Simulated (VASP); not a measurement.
# Li4Nb4O11 (a cell with a defect) in VASP: a series of runs

Runs on Li4Nb4O11 (a cell with a defect). Level: PBE. Tasks: single point.

Program: VASP 6.6.1. These are calculated values, not measurements. Logs are shortened: lines on timing, memory, paths and dates and some standing lists are left out, and cuts for length are marked.

**1. The cell of the first run**

The cell holds a defect, 19 atoms: a = 5.223 Å, b = 5.499 Å, c = 7.584 Å, α = 94.07°, β = 90.00°, γ = 90.00°.

**2. Single point, PBE (atom 18 moved 0.875 of the way to it and +0.525 Å across, host rigid)**

Input file INCAR:

```
SYSTEM = Li4Nb4O11
ALGO     = Normal         ! electronic algorithm
EDIFF    = 1E-6           ! SCF threshold, eV
ENCUT    = 520            ! plane-wave cutoff, eV
GGA      = PE             ! functional
ISIF     = 2              ! what is computed and relaxed
ISMEAR   = 0              ! smearing method
LASPH    = .True.         ! aspherical terms in the spheres
LCHARG   = .True.         ! write CHGCAR
LELF     = .True.         ! ELF
LREAL    = Auto         
LVHAR    = .True.       
LWAVE    = .False.        ! write WAVECAR
NBANDS   = 80             ! bands
NELECT   = 128.0        
NELM     = 100            ! most SCF steps
PREC     = Accurate       ! precision mode
SIGMA    = 0.05           ! smearing width, eV
```

Input file KPOINTS:

```
k-points
0
Gamma
  4 4 4
  0 0 0
```

Input file POSCAR:

```
Li4Nb4O11
1.0
    5.2231019317      0.0000000000      0.0000000000
    0.0000000000      3.0155593063     -4.5984613597
    0.0000000000      6.0311186126      4.5984613597
Li Nb O
4 4 11
Direct
    0.0000000000      0.5000000000      0.2500000000
    0.5000000000      0.0000000000      0.7500000000
    0.0000000000      0.5000000000      0.7500000000
    0.5000000000      0.0000000000      0.2500000000
    0.5000000000      0.5000000000      0.5000000000
    0.0000000000      0.0000000000      0.0000000000
    0.0000000000      0.0000000000      0.5000000000
    0.5000000000      0.5000000000      0.0000000000
    0.8803293659      0.0000000000      0.2500000000
    0.3803293659      0.5000000000      0.7500000000
    0.8098353170      0.6901646830      0.9401646830
    0.8098353170      0.3098353170      0.5598353170
    0.3098353170      0.8098353170      0.0598353170
    0.1196706341      0.0000000000      0.7500000000
    0.6196706341      0.5000000000      0.2500000000
    0.6901646830      0.8098353170      0.5598353170
    0.1901646830      0.3098353170      0.0598353170
    0.3928907096      1.1065010669      0.4401646830
    0.6901646830      0.1901646830      0.9401646830
```

Potentials or basis: VASP PAW PBE potentials, release 64 (Li_sv, Nb_sv, O).

On the command line:

```
> cat potpaw_PBE.64/Li_sv/POTCAR potpaw_PBE.64/Nb_sv/POTCAR potpaw_PBE.64/O/POTCAR > POTCAR
> mpirun -np 1 vasp_std > vasp.out
```

OUTCAR:

```text
SYSTEM = Li4Nb4O11
   EDIFF = 1E-6
   ENCUT = 520
   GGA = PE
   ISIF = 2
   ISMEAR = 0
   LASPH = .True.
   LREAL = Auto
   NELECT = 128.0
   NELM = 100
   PREC = Accurate

 ion  position               nearest neighbor table
   1  0.000  0.500  0.250-  15 1.99  17 1.99
   2  0.500  0.000  0.750-  14 1.99  16 1.99  19 1.99
   3  0.000  0.500  0.750-  10 1.99  11 1.99  12 1.99
   4  0.500  0.000  0.250-  18 1.62   9 1.99  13 1.99
   5  0.500  0.500  0.500-  12 2.00  16 2.00  15 2.00  10 2.00  18 2.25
   6  0.000  0.000  0.000-  13 2.00  19 2.00  17 2.00  11 2.00   9 2.00  14 2.00
   7  0.000  0.000  0.500-  16 2.00  12 2.00  14 2.00   9 2.00  18 2.19
   8  0.500  0.500  0.000-  11 2.00  17 2.00  13 2.00  19 2.00  10 2.00  15 2.00
   9  0.880  0.000  0.250-   4 1.99   6 2.00   7 2.00
  10  0.380  0.500  0.750-   3 1.99   5 2.00   8 2.00
  11  0.810  0.690  0.940-   3 1.99   8 2.00   6 2.00
  12  0.810  0.310  0.560-   3 1.99   5 2.00   7 2.00
  13  0.310  0.810  0.060-   4 1.99   6 2.00   8 2.00
  14  0.120  0.000  0.750-   2 1.99   6 2.00   7 2.00
  15  0.620  0.500  0.250-   1 1.99   5 2.00   8 2.00
  16  0.690  0.810  0.560-   2 1.99   7 2.00   5 2.00
  17  0.190  0.310  0.060-   1 1.99   8 2.00   6 2.00
  18  0.393  0.107  0.440-   4 1.62   7 2.19   5 2.25
  19  0.690  0.190  0.940-   2 1.99   6 2.00   8 2.00

  LATTYP: Found a simple monoclinic cell.
 ALAT       =     5.4990403532
 B/A-ratio  =     0.9498206225
 C/A-ratio  =     1.3791878824
 COS(beta)  =    -0.0709408676

  Lattice vectors:

 A1 = (   0.0000000000,   3.0155593063,  -4.5984613597)
 A2 = (  -5.2231019317,   0.0000000000,   0.0000000000)
 A3 = (   0.0000000000,   6.0311186126,   4.5984613597)

Analysis of symmetry for initial positions (statically):
=====================================================================
 Subroutine PRICEL returns:
 Original cell was already a primitive cell.

 Routine SETGRP: Setting up the symmetry group for a
 simple monoclinic supercell.

 Subroutine GETGRP returns: Found  1 space group operations
 (whereof  1 operations were pure point group operations)
 out of a pool of  4 trial point group operations.

The static configuration has the point symmetry C_1 .

Analysis of symmetry for dynamics (positions and initial velocities):
=====================================================================
 Subroutine PRICEL returns:
 Original cell was already a primitive cell.

 Routine SETGRP: Setting up the symmetry group for a
 simple monoclinic supercell.

 Subroutine GETGRP returns: Found  1 space group operations
 (whereof  1 operations were pure point group operations)
 out of a pool of  4 trial point group operations.

The dynamic configuration has the point symmetry C_1 .

 Subroutine INISYM returns: Found  1 space group operations
 (whereof  1 operations are pure point group operations),
 and found     1 'primitive' translations

----------------------------------------------------------------------------------------

                                     Primitive cell

  volume of cell :     217.2852

  direct lattice vectors                    reciprocal lattice vectors
     5.223101932  0.000000000  0.000000000     0.191457110  0.000000000  0.000000000
     0.000000000  3.015559306 -4.598461360     0.000000000  0.110537814 -0.144976029
     0.000000000  6.031118613  4.598461360     0.000000000  0.110537814  0.072488014

  length of vectors
     5.223101932  5.499040353  7.584209820     0.191457110  0.182309235  0.132185932

  position of ions in fractional coordinates (direct lattice)
     0.000000000  0.500000000  0.250000000
     0.500000000  1.000000000  0.750000000
     0.000000000  0.500000000  0.750000000
     0.500000000  1.000000000  0.250000000
     0.500000000  0.500000000  0.500000000
     0.000000000  0.000000000  0.000000000
[... 11 lines left out ...]
     0.392890710  0.106501067  0.440164683
     0.690164683  0.190164683  0.940164683

  ion indices of the primitive-cell ions
   primitive index   ion index
                 1           1
[... 49 lines left out ...]
   LORBIT       =      0    0 simple, 1 ext, 2 COOP (PROOUT), +10 PAW based schemes
   GGA     = PE    functional components
   LHFCALC =     F    Hartree Fock is set to
   AEXX    =    0.0000 exact exchange contribution
   IVDW    =     0    specifies the selected vdW correction
   LEPSILON=     F    determine dielectric tensor
   LRPA    =     F    only Hartree local field effects (RPA)
 non-spin polarized calculation
 Gauss-broadening in eV      SIGMA  =   0.05
  energy-cutoff  :      520.00
  volume of cell :      217.29
 maximum number of plane-waves:      5888
 NGX is ok and might be reduce to    40
   NGX = 19   NGY = 21   NGZ = 29

 number of electron     127.9999976 magnetization

 Free energy of the ion-electron system (eV)
  ---------------------------------------------------
  ext. energy  EPLUGINS =         0.00000000
  ---------------------------------------------------
  free energy    TOTEN  =      -157.75494399 eV

  energy without entropy =     -157.75494399  energy(sigma->0) =     -157.75494399

 E-fermi :   4.2168     XC(G=0): -10.3363

 val. band max:        3.8749557152   @ k =   0.2500   0.0000   0.5000
 cond. band min:       4.4306930034   @ k =   0.2500   0.2500   0.2500
 fundamental gap:      0.5557372882
 Fermi energy:         4.2167615436

 k-point     1 :       0.0000    0.0000    0.0000
  band No.  band energies     occupation
      1     -52.2340      2.00000
      2     -51.9530      2.00000
      3     -50.7131      2.00000
      4     -50.6631      2.00000
      5     -40.3049      2.00000
      6     -39.1712      2.00000
[... 68 lines left out ...]
     75       8.3224      0.00000
     76       8.4126      0.00000

 k-point     2 :       0.2500    0.0000    0.0000
  band No.  band energies     occupation
      1     -52.2340      2.00000
      2     -51.9530      2.00000
      3     -50.7129      2.00000
      4     -50.6633      2.00000
      5     -40.3049      2.00000
      6     -39.1712      2.00000
[... 1730 lines left out ...]
 k-point    24 :       0.2500   -0.2500    0.2500
  band No.  band energies     occupation
      1     -52.2340      2.00000
      2     -51.9530      2.00000
      3     -50.7128      2.00000
      4     -50.6634      2.00000
      5     -40.3049      2.00000
      6     -39.1712      2.00000
[... 68 lines left out ...]
     75       8.0609      0.00000
     76       8.2231      0.00000

 [... further k-points ...]

 [bands above 76 left out]

------------------------ aborting loop because EDIFF is reached ----------------------------------------

  FORCE on cell =-STRESS in cart. coord.  units (eV):
  Direction    XX          YY          ZZ          XY          YZ          ZX
  --------------------------------------------------------------------------------------
  -------------------------------------------------------------------------------------
  Total      -26.1609371    -22.8743199    -26.4911875     -1.0613043      2.4787517      2.8130097
  in kB     -192.9006571   -168.6664102   -195.3357965     -7.8256481     18.2773584     20.7420485
  external PRESSURE =    -185.6342880 kB  Pullay stress =       0.0000000 kB

 VOLUME and BASIS-vectors are now :
 -----------------------------------------------------------------------------
  energy-cutoff  :      520.00
  volume of cell :      217.29
      direct lattice vectors                 reciprocal lattice vectors
     5.223101932  0.000000000  0.000000000     0.191457110  0.000000000  0.000000000
     0.000000000  3.015559306 -4.598461360     0.000000000  0.110537814 -0.144976029
     0.000000000  6.031118613  4.598461360     0.000000000  0.110537814  0.072488014

 POSITION                                       TOTAL-FORCE (eV/Angst)
 -----------------------------------------------------------------------------------
      0.00000      3.01556     -1.14962        -0.585139     -1.275298     -0.446015
      2.61155      4.52334      3.44885        -0.017310      0.334510      0.056799
      0.00000      6.03112      1.14962        -0.220551      0.652494      0.569261
      2.61155      1.50778      1.14962         1.000535     -2.451201     -1.003761
      2.61155      4.52334      0.00000         3.895707     -0.942514      3.020717
      0.00000      0.00000      0.00000        -0.118717     -0.215993     -0.103492
[... 11 lines left out ...]
      2.05211      2.97585      1.53434        -4.348363      3.328711     -0.326016
      3.60480      6.24370      3.44885         0.089397      0.152707     -0.155668
 -----------------------------------------------------------------------------------
    total drift:                                0.003054      0.001806     -0.001555

  FREE ENERGIE OF THE ION-ELECTRON SYSTEM (eV)
  ---------------------------------------------------
  free  energy   TOTEN  =      -157.7549439870 eV

  energy  without entropy=     -157.7549439870  energy(sigma->0) =     -157.75494399
```

It took 19 min on 1 thread of Intel Xeon Platinum 8259CL at 2.50GHz (Skylake/Cascade Lake), shared host; peak memory 0.52 GiB.

Results:

```yaml
Free_energy: -157.7549 eV
Largest_force: 5.486 eV/Å
```

Forces on the atoms (eV/Å):
```
Li  -0.585 -1.275 -0.446
Li  -0.017  0.335  0.057
Li  -0.221  0.652  0.569
Li   1.001 -2.451 -1.004
Nb   3.896 -0.943  3.021
Nb  -0.119 -0.216 -0.103
Nb  -0.915  2.714 -2.844
Nb   0.180 -0.045 -0.012
O    1.005  1.502  1.818
O   -0.325 -2.252 -1.932
O   -0.133  0.089  0.014
O    1.001 -0.337 -0.242
O   -0.132 -0.071  0.303
O   -0.250 -2.003 -0.900
O   -0.956  2.004  1.104
O    0.811 -1.415  1.030
O    0.017  0.231  0.049
O   -4.348  3.329 -0.326
O    0.089  0.153 -0.156
```

Levels at points of the mesh, in eV from the Fermi level:
| k point | band 60 | band 61 | band 62 | band 63 | band 64 | band 65 | band 66 | band 67 | band 68 | band 69 |
| --- | --- | --- | --- | --- | --- | --- | --- | --- | --- | --- |
| (0.00, 0.00, 0.00) | -1.10 | -0.87 | -0.53 | -0.52 | -0.43 | 0.26 | 1.09 | 1.39 | 1.61 | 2.02 |
| (0.50, 0.00, 0.00) | -1.20 | -1.07 | -0.96 | -0.48 | -0.43 | 0.49 | 1.32 | 1.51 | 1.82 | 2.24 |
| (0.00, 0.50, 0.00) | -1.18 | -1.14 | -1.03 | -0.51 | -0.49 | 1.07 | 1.38 | 1.67 | 1.95 | 2.09 |
| (0.50, 0.50, 0.00) | -1.17 | -1.12 | -1.00 | -0.98 | -0.92 | 0.42 | 1.34 | 1.47 | 1.61 | 1.88 |
| (0.00, 0.00, 0.50) | -1.08 | -1.02 | -0.51 | -0.47 | -0.38 | 0.25 | 1.07 | 1.91 | 2.25 | 2.31 |
| (0.50, 0.00, 0.50) | -0.92 | -0.88 | -0.82 | -0.48 | -0.42 | 0.50 | 1.26 | 1.84 | 2.10 | 2.53 |
| (0.00, 0.50, 0.50) | -0.97 | -0.91 | -0.87 | -0.50 | -0.48 | 1.09 | 1.34 | 1.97 | 2.06 | 2.44 |
| (0.50, 0.50, 0.50) | -1.17 | -1.08 | -1.06 | -0.99 | -0.94 | 0.41 | 1.54 | 1.77 | 2.11 | 2.33 |

Caveat: the cell carries a net charge on a neutralising background, which shifts energy and pressure; the cell differs from its parent crystal (atom 18 moved 0.875 of the way to it and +0.525 Å across, host rigid); the cell is charged against a uniform background, so pressure and absolute levels hang on convention; the cutoff is under 1.25 times the usual one of these potentials, so pressure, stress and relaxed cells hold a basis-set (Pulay) error.

(Continued in part 2 of 2.)
